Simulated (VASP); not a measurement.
Pb:

```
Pb
1.0
    -2.06690    2.05040    2.08125
     1.99925   -1.93748    1.90067
     1.99103    1.86160   -1.96833
Pb
1
Direct
  0.00466 0.99633 0.00314
```

This cell differs from its parent crystal: the cell strained at random.

Base run:

```yaml
Program: VASP 6.6.1
Functional: PBE
Potentials_or_basis: VASP PAW PBE potentials, release 64 (Pb_d)
Cutoff: 520 eV
k_mesh: 9 × 9 × 9
Occupations: fermi-dirac, width 0.05 eV
Spin: no spin polarisation
```

Its results: band gap on the k mesh zero (band 7 reaches 13.78 eV, above the bottom of band 8 at 4.96 eV); pressure 1.4 GPa.

Q: The run is repeated on the same cell with these changes: functional from PBE to PBEsol. What comes out?

A: Band gap on the k mesh zero (band 7 reaches 13.59 eV, above the bottom of band 8 at 4.77 eV); pressure -1.4 GPa.

PBEsol binds more tightly than PBE, so the same cell stands under less pressure.

Caveats: spin-orbit coupling is left out, which moves the levels of the heavy elements; the PAW data sets were made with another functional, which shifts forces and pressure a little (some runs).
